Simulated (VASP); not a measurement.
# Cu (Fm-3m) in VASP: a series of runs

Cu is run at these levels: RPBE, BLYP, LAK; tasks: single point, band structure.

Program: VASP 6.6.1. These are calculated values, not measurements. Logs are shortened: lines on timing, memory, paths and dates and some standing lists are left out, and cuts for length are marked.

**1. The cell of the first run**

Symmetry: Fm-3m, No. 225, cubic system. Conventional cell: a = 3.615 Å, b = 3.615 Å, c = 3.615 Å, α = 90.00°, β = 90.00°, γ = 90.00°. Within 3.4 Å of Cu (site symmetry m-3m) lie 12 Cu at 2.56 Å.

**2. Single point, RPBE**

Contents of POSCAR:

```
Cu
1.0
    0.0000000000      1.8075000000      1.8075000000
    1.8075000000      0.0000000000      1.8075000000
    1.8075000000      1.8075000000      0.0000000000
Cu
1
Direct
    0.0000000000      0.0000000000      0.0000000000
```

Contents of INCAR.step1:

```
SYSTEM = Cu
ALGO = Normal ; EDIFF = 1E-6
ENCUT = 520 ; GGA = RP
GGA_COMPAT = .False. ; ISIF = 2
ISMEAR = -1 ; LASPH = .True.
LCHARG = .True. ; LMAXMIX = 4
LORBIT = 11 ; LREAL = .False.
LWAVE = .False. ; NBANDS = 12
NEDOS = 2001 ; NELM = 120
PREC = Accurate ; SIGMA = 0.05
```

Contents of KPOINTS.step1:

```
k-points
0
Gamma
  7 7 7
  0 0 0
```

Contents of INCAR.step2:

```
SYSTEM = Cu
ALGO = Normal ; EDIFF = 1E-6
ENCUT = 520 ; GGA = RP
GGA_COMPAT = .False. ; ICHARG = 11
ISIF = 2 ; ISMEAR = -5
LASPH = .True. ; LCHARG = .False.
LMAXMIX = 4 ; LORBIT = 10
LREAL = .False. ; LWAVE = .False.
NBANDS = 12 ; NEDOS = 2001
NELM = 120 ; PREC = Accurate
SIGMA = 0.05
```

Contents of KPOINTS.step2:

```
k-points
0
Gamma
  11 11 11
  0 0 0
```

Potentials or basis: VASP PAW PBE potentials, release 64 (Cu).

Run with:

```console
$ cat potpaw_PBE.64/Cu/POTCAR > POTCAR
$ cp INCAR.step1 INCAR
$ cp KPOINTS.step1 KPOINTS
$ mpirun -np 1 vasp_std > vasp.out
$ cp INCAR.step2 INCAR
$ cp KPOINTS.step2 KPOINTS
$ mpirun -np 1 vasp_std > vasp.out
```

OUTCAR:

```text
SYSTEM = Cu
   EDIFF = 1E-6
   ENCUT = 520
   GGA = RP
   ICHARG = 11
   ISIF = 2
   ISMEAR = -5
   LASPH = .True.
   LORBIT = 10
   LREAL = .False.
   NELM = 120
   PREC = Accurate

 ion  position               nearest neighbor table
   1  0.000  0.000  0.000-

  LATTYP: Found a face centered cubic cell.
 ALAT       =     3.6150000000

  Lattice vectors:

 A1 = (   0.0000000000,   1.8075000000,   1.8075000000)
 A2 = (   1.8075000000,   0.0000000000,   1.8075000000)
 A3 = (   1.8075000000,   1.8075000000,   0.0000000000)

Analysis of symmetry for initial positions (statically):
=====================================================================
 Subroutine PRICEL returns:
 Original cell was already a primitive cell.

 Routine SETGRP: Setting up the symmetry group for a
 face centered cubic supercell.

 Subroutine GETGRP returns: Found 48 space group operations
 (whereof 48 operations were pure point group operations)
 out of a pool of 48 trial point group operations.

The static configuration has the point symmetry O_h .

Analysis of symmetry for dynamics (positions and initial velocities):
=====================================================================
 Subroutine PRICEL returns:
 Original cell was already a primitive cell.

 Routine SETGRP: Setting up the symmetry group for a
 face centered cubic supercell.

 Subroutine GETGRP returns: Found 48 space group operations
 (whereof 48 operations were pure point group operations)
 out of a pool of 48 trial point group operations.

The dynamic configuration has the point symmetry O_h .

 Subroutine INISYM returns: Found 48 space group operations
 (whereof 48 operations are pure point group operations),
 and found     1 'primitive' translations

----------------------------------------------------------------------------------------

                                     Primitive cell

  volume of cell :      11.8104

  direct lattice vectors                    reciprocal lattice vectors
     0.000000000  1.807500000  1.807500000    -0.276625173  0.276625173  0.276625173
     1.807500000  0.000000000  1.807500000     0.276625173 -0.276625173  0.276625173
     1.807500000  1.807500000  0.000000000     0.276625173  0.276625173 -0.276625173

  length of vectors
     2.556191014  2.556191014  2.556191014     0.479128854  0.479128854  0.479128854

  position of ions in fractional coordinates (direct lattice)
     0.000000000  0.000000000  0.000000000

  ion indices of the primitive-cell ions
   primitive index   ion index
                 1           1

----------------------------------------------------------------------------------------

 KPOINTS: k-points

Automatic generation of k-mesh.
 Grid dimensions read from file:
 generate k-points for:   11   11   11

 Generating k-lattice:

  Cartesian coordinates                     Fractional coordinates (reciprocal lattice)
    -0.025147743  0.025147743  0.025147743     0.090909091  0.000000000  0.000000000
     0.025147743 -0.025147743  0.025147743     0.000000000  0.090909091  0.000000000
     0.025147743  0.025147743 -0.025147743     0.000000000  0.000000000  0.090909091

  Length of vectors
     0.043557169  0.043557169  0.043557169

  Shift w.r.t. Gamma in fractional coordinates (k-lattice)
     0.000000000  0.000000000  0.000000000

 TETIRR: Found    201 inequivalent tetrahedra from     7986

 Subroutine IBZKPT returns following result:
 ===========================================

 Found     56 irreducible k-points:

 Following reciprocal coordinates:
            Coordinates               Weight
  0.000000  0.000000  0.000000      1.000000
  0.090909  0.000000  0.000000      8.000000
  0.181818  0.000000  0.000000      8.000000
  0.272727  0.000000  0.000000      8.000000
  0.363636  0.000000  0.000000      8.000000
  0.454545  0.000000  0.000000      8.000000
[... 16 lines left out ...]
 -0.272727  0.181818  0.000000     24.000000
 -0.181818  0.181818  0.000000     12.000000
 [... further k-points ...]
   k-points           NKPTS =     56   k-points in BZ     NKDIM =     56   number of bands    NBANDS=     12
   number of dos      NEDOS =   2001   number of ions     NIONS =      1
   total plane-waves  NPLWV =   8000
   dimension x,y,z NGX =    20 NGY =   20 NGZ =   20
   dimension x,y,z NGXF=    40 NGYF=   40 NGZF=   40
   ions per type =               1
   NGX,Y,Z   is equivalent  to a cutoff of  13.01, 13.01, 13.01 a.u.
   NGXF,Y,Z  is equivalent  to a cutoff of  26.01, 26.01, 26.01 a.u.
 SYSTEM =  Cu
   PREC   = accura    normal or accurate (medium, high low for compatibility)
   ISTART =      0    job   : 0-new  1-cont  2-samecut
   ICHARG =     11    charge: 1-file 2-atom 10-const
   ISPIN  =      1    spin polarized calculation?
   LNONCOLLINEAR =      F non collinear calculations
   LSORBIT =      F    spin-orbit coupling
   LASPH  =      T    aspherical Exc in radial PAW
[... 68 lines left out ...]
     11      35.4808      0.00000
     12      35.4808      0.00000

 k-point     2 :       0.0909    0.0000    0.0000
  band No.  band energies     occupation
      1      -1.2996      2.00000
      2       4.6744      2.00000
      3       4.7903      2.00000
      4       4.7903      2.00000
      5       5.5353      2.00000
      6       5.5353      2.00000
      7      28.2539      0.00000
      8      31.1255      0.00000
      9      32.2285      0.00000
     10      32.2285      0.00000
     11      36.6773      0.00000
     12      36.6776      0.00000

 k-point     3 :       0.1818    0.0000    0.0000
  band No.  band energies     occupation
      1      -0.4300      2.00000
      2       4.5378      2.00000
      3       4.8861      2.00000
      4       4.8861      2.00000
      5       5.5377      2.00000
      6       5.5377      2.00000
      7      23.6147      0.00000
      8      30.6392      0.00000
      9      31.1890      0.00000
     10      31.1890      0.00000
     11      37.2786      0.00000
     12      37.7230      0.00000

 k-point     4 :       0.2727    0.0000    0.0000
  band No.  band energies     occupation
      1       0.8729      2.00000
      2       4.4964      2.00000
      3       4.8757      2.00000
      4       4.8757      2.00000
      5       5.6917      2.00000
      6       5.6917      2.00000
      7      19.1137      0.00000
      8      29.9751      0.00000
      9      30.4525      0.00000
     10      30.4525      0.00000
     11      35.7162      0.00000
     12      35.7162      0.00000

 k-point     5 :       0.3636    0.0000    0.0000
  band No.  band energies     occupation
      1       2.1276      2.00000
      2       4.7819      2.00000
      3       4.7819      2.00000
      4       5.0043      2.00000
      5       5.9334      2.00000
      6       5.9334      2.00000
      7      15.1063      0.00000
      8      29.2620      0.00000
      9      30.0442      0.00000
     10      30.0442      0.00000
     11      33.9343      0.00000
     12      33.9343      0.00000
[... 228 lines left out ...]
      1       3.2374      2.00000
      2       4.2782      2.00000
      3       4.8344      2.00000
      4       5.0515      2.00000
      5       6.1011      2.00000
      6       9.1161     -0.12389
      7      11.9503      0.00000
      8      22.2748      0.00000
      9      26.0019      0.00000
     10      28.0983      0.00000
     11      37.9287      0.00000
     12      38.5091      0.00000

 k-point    22 :      -0.3636    0.1818    0.0000
  band No.  band energies     occupation
      1       3.1749      2.00000
      2       4.3869      2.00000
      3       4.6792      2.00000
      4       5.0423      2.00000
      5       5.8818      2.00000
      6       8.1499      0.42997
      7      13.5734      0.00000
      8      21.4496      0.00000
      9      27.4785      0.00000
     10      28.8097      0.00000
     11      37.1926      0.00000
     12      37.7969      0.00000

 k-point    23 :      -0.2727    0.1818    0.0000
  band No.  band energies     occupation
      1       2.5531      2.00000
      2       4.2968      2.00000
      3       4.5882      2.00000
      4       5.1071      2.00000
      5       5.5574      2.00000
      6       6.8752      2.09839
      7      17.1926      0.00000
      8      21.2156      0.00000
      9      29.5643      0.00000
     10      30.0607      0.00000
     11      36.6353      0.00000
     12      36.9578      0.00000

 k-point    24 :      -0.1818    0.1818    0.0000
  band No.  band energies     occupation
      1       1.3220      2.00000
      2       4.2736      2.00000
      3       4.7915      2.00000
      4       5.2272      2.00000
      5       5.2354      2.00000
      6       6.1911      2.00000
      7      21.1016      0.00000
      8      21.8536      0.00000
      9      31.7984      0.00000
     10      32.1332      0.00000
     11      34.9487      0.00000
     12      37.2141      0.00000

 [... further k-points ...]

------------------------ aborting loop because EDIFF is reached ----------------------------------------

  FORCE on cell =-STRESS in cart. coord.  units (eV):
  Direction    XX          YY          ZZ          XY          YZ          ZX
  --------------------------------------------------------------------------------------
  -------------------------------------------------------------------------------------
  Total       -0.1404761     -0.1404761     -0.1404761     -0.0000000      0.0000000     -0.0000000
  in kB      -19.0567207    -19.0567207    -19.0567207     -0.0000000      0.0000000     -0.0000000
  external PRESSURE =     -19.0567207 kB  Pullay stress =       0.0000000 kB

 VOLUME and BASIS-vectors are now :
 -----------------------------------------------------------------------------
  energy-cutoff  :      520.00
  volume of cell :       11.81
      direct lattice vectors                 reciprocal lattice vectors
     0.000000000  1.807500000  1.807500000    -0.276625173  0.276625173  0.276625173
     1.807500000  0.000000000  1.807500000     0.276625173 -0.276625173  0.276625173
     1.807500000  1.807500000  0.000000000     0.276625173  0.276625173 -0.276625173

 POSITION                                       TOTAL-FORCE (eV/Angst)
 -----------------------------------------------------------------------------------
      0.00000      0.00000      0.00000         0.000000      0.000000      0.000000
 -----------------------------------------------------------------------------------
    total drift:                               -0.000000      0.000000      0.000000

  FREE ENERGIE OF THE ION-ELECTRON SYSTEM (eV)
  ---------------------------------------------------
  free  energy   TOTEN  =        -3.2416310762 eV

  energy  without entropy=       -3.2416310762  energy(sigma->0) =       -3.24163108

 total charge

# of ion       s       p       d       tot
------------------------------------------
    1        0.443   0.381   9.167   9.992
```

It took 16 s on 1 thread of Intel Xeon 8259CL, shared host; peak memory 0.12 GiB.

Results:

```
Valence electrons inside the program's atomic spheres : Cu 9.99
```

Caveat: the k points lie up to 0.43 Å⁻¹ apart; the PAW data sets were made with another functional, which shifts forces and pressure a little; tetrahedron occupations give inexact forces and stress in metals.

**3. Single point, BLYP**

POSCAR is that of step 2.

Contents of INCAR.step1:

```
SYSTEM = Cu
PREC     = Accurate       ! precision mode
ENCUT    = 520            ! plane-wave cutoff, eV
EDIFF    = 1E-6           ! SCF threshold, eV
ISMEAR   = -1             ! smearing method
SIGMA    = 0.05           ! smearing width, eV
LREAL    = .False.        ! projectors in reciprocal space
LASPH    = .True.         ! aspherical terms in the spheres
NELM     = 120            ! most SCF steps
ALGO     = Normal         ! electronic algorithm
ISIF     = 2              ! what is computed and relaxed
LWAVE    = .False.        ! write WAVECAR
LCHARG   = .True.         ! write CHGCAR
LMAXMIX  = 4              ! l up to which the mixer works
GGA      = B5             ! functional
ALDAX    = 1.0          
AGGAX    = 1.0          
AGGAC    = 1.0          
ALDAC    = 0.0          
NBANDS   = 12             ! bands
GGA_COMPAT= .False.      
NEDOS    = 2001           ! points of the DOS
LORBIT   = 11             ! projections on sites
```

Contents of KPOINTS.step1:

```
regular mesh
0
Gamma
  7 7 7
  0 0 0
```

Contents of INCAR.step2:

```
SYSTEM = Cu
PREC     = Accurate       ! precision mode
ENCUT    = 520            ! plane-wave cutoff, eV
EDIFF    = 1E-6           ! SCF threshold, eV
ISMEAR   = -5             ! smearing method
SIGMA    = 0.05           ! smearing width, eV
LREAL    = .False.        ! projectors in reciprocal space
LASPH    = .True.         ! aspherical terms in the spheres
NELM     = 120            ! most SCF steps
ALGO     = Normal         ! electronic algorithm
ISIF     = 2              ! what is computed and relaxed
LWAVE    = .False.        ! write WAVECAR
LCHARG   = .False.        ! write CHGCAR
LMAXMIX  = 4              ! l up to which the mixer works
GGA      = B5             ! functional
ALDAX    = 1.0          
AGGAX    = 1.0          
AGGAC    = 1.0          
ALDAC    = 0.0          
LORBIT   = 11             ! projections on sites
NBANDS   = 12             ! bands
NEDOS    = 2001           ! points of the DOS
ICHARG   = 11             ! starting density
GGA_COMPAT= .False.
```

Contents of KPOINTS.step2:

```
regular mesh
0
Gamma
  11 11 11
  0 0 0
```

Potentials or basis: VASP PAW PBE potentials, release 64 (Cu).

Run with:

```console
$ cat potpaw_PBE.64/Cu/POTCAR > POTCAR
$ cp INCAR.step1 INCAR
$ cp KPOINTS.step1 KPOINTS
$ mpirun -np 1 vasp_std > vasp.out
$ cp INCAR.step2 INCAR
$ cp KPOINTS.step2 KPOINTS
$ mpirun -np 1 vasp_std > vasp.out
```

Run time: 25 s. Hardware: 1 thread of Intel Xeon 8259CL, shared host; peak memory 0.12 GiB.

It converged, with:

```
Valence electrons inside the program's atomic spheres : Cu 10.05
```

Levels at points of the mesh, in eV from the Fermi level:
```
           k point  band 2  band 3  band 4  band 5  band 6  band 7  band 8  band 9  band 10  band 11
(0.00, 0.00, 0.00)   -3.23   -3.23   -3.23   -2.41   -2.41   22.81   25.07   25.07    25.07    27.71
```

Caveat: the k points lie up to 0.43 Å⁻¹ apart; the PAW data sets were made with another functional, which shifts forces and pressure a little; tetrahedron occupations give inexact forces and stress in metals.

**4. Band structure, LAK**

Contents of INCAR:

```
METAGGA = LAK ; ISMEAR = 0
SIGMA = 0.04 ; LWAVE = F
LCHARG = F ; NBANDS = 30
PREC = Accurate ; LASPH = T
LREAL = F ; ALGO = Normal
EDIFF = 1E-7 ; NELM = 120
GGA_COMPAT = F ; ENCUT = 590
LMAXMIX = 6 ; LMIXTAU = T
```

Contents of KPOINTS:

```
Automatic mesh
0
Gamma
  21 21 21
  0 0 0
```

Contents of KPOINTS_OPT:

```
path GXWKGLUWLK,UX
12
line-mode
reciprocal
 0.0000000000  0.0000000000  0.0000000000  G
 0.5000000000  0.0000000000  0.5000000000  X

 0.5000000000  0.0000000000  0.5000000000  X
 0.5000000000  0.2500000000  0.7500000000  W

 0.5000000000  0.2500000000  0.7500000000  W
 0.3750000000  0.3750000000  0.7500000000  K

 0.3750000000  0.3750000000  0.7500000000  K
 0.0000000000  0.0000000000  0.0000000000  G

 0.0000000000  0.0000000000  0.0000000000  G
 0.5000000000  0.5000000000  0.5000000000  L

 0.5000000000  0.5000000000  0.5000000000  L
 0.6250000000  0.2500000000  0.6250000000  U

 0.6250000000  0.2500000000  0.6250000000  U
 0.5000000000  0.2500000000  0.7500000000  W

 0.5000000000  0.2500000000  0.7500000000  W
 0.5000000000  0.5000000000  0.5000000000  L

 0.5000000000  0.5000000000  0.5000000000  L
 0.3750000000  0.3750000000  0.7500000000  K

 0.6250000000  0.2500000000  0.6250000000  U
 0.5000000000  0.0000000000  0.5000000000  X
```

POSCAR is that of step 3.

Run with:

```console
$ cat potpaw_PBE.64/Cu/POTCAR > POTCAR
$ mpirun -np 1 vasp_std > vasp.out
```

Run time: 10 min. Hardware: 1 thread of Intel Xeon Platinum 8259CL at 2.50GHz (Skylake/Cascade Lake), shared host; peak memory 0.26 GiB.

It converged, with:

| Item | Value |
| --- | --- |
| Free energy | 11.4614 eV |
| Pressure | 4.5 GPa |
| Band gap along the path | zero within the smearing |

Levels at the corners of the path, in eV from the Fermi level:
| point | band 3 | band 4 | band 5 | band 6 | band 7 | band 8 |
| --- | --- | --- | --- | --- | --- | --- |
| Γ | -3.19 | -3.19 | -2.41 | -2.41 | 22.82 | 26.44 |
| X | -1.87 | -1.65 | -1.65 | 1.55 | 7.46 | 13.87 |
| X | -1.87 | -1.65 | -1.65 | 1.55 | 7.46 | 13.87 |
| W | -3.74 | -2.45 | -1.65 | 6.45 | 6.45 | 8.47 |
| W | -3.74 | -2.45 | -1.65 | 6.45 | 6.45 | 8.47 |
| K | -2.95 | -2.28 | -1.84 | 4.48 | 5.96 | 8.33 |
| K | -2.95 | -2.28 | -1.84 | 4.48 | 5.96 | 8.33 |
| Γ | -3.19 | -3.19 | -2.41 | -2.41 | 22.82 | 26.44 |
| Γ | -3.19 | -3.19 | -2.41 | -2.41 | 22.82 | 26.44 |
| L | -3.25 | -1.81 | -1.81 | -1.12 | 4.04 | 21.43 |
| L | -3.25 | -1.81 | -1.81 | -1.12 | 4.04 | 21.43 |
| U | -2.95 | -2.28 | -1.84 | 4.48 | 5.96 | 8.33 |
| U | -2.95 | -2.28 | -1.84 | 4.48 | 5.96 | 8.33 |
| W | -3.74 | -2.45 | -1.65 | 6.45 | 6.45 | 8.47 |
| W | -3.74 | -2.45 | -1.65 | 6.45 | 6.45 | 8.47 |
| L | -3.25 | -1.81 | -1.81 | -1.12 | 4.04 | 21.43 |
| L | -3.25 | -1.81 | -1.81 | -1.12 | 4.04 | 21.43 |
| K | -2.95 | -2.28 | -1.84 | 4.48 | 5.96 | 8.33 |
| U | -2.95 | -2.28 | -1.84 | 4.48 | 5.96 | 8.33 |
| X | -1.87 | -1.65 | -1.65 | 1.55 | 7.46 | 13.87 |

Caveat: the cell stands under pressure; the PAW data sets were made with another functional, which shifts forces and pressure a little.
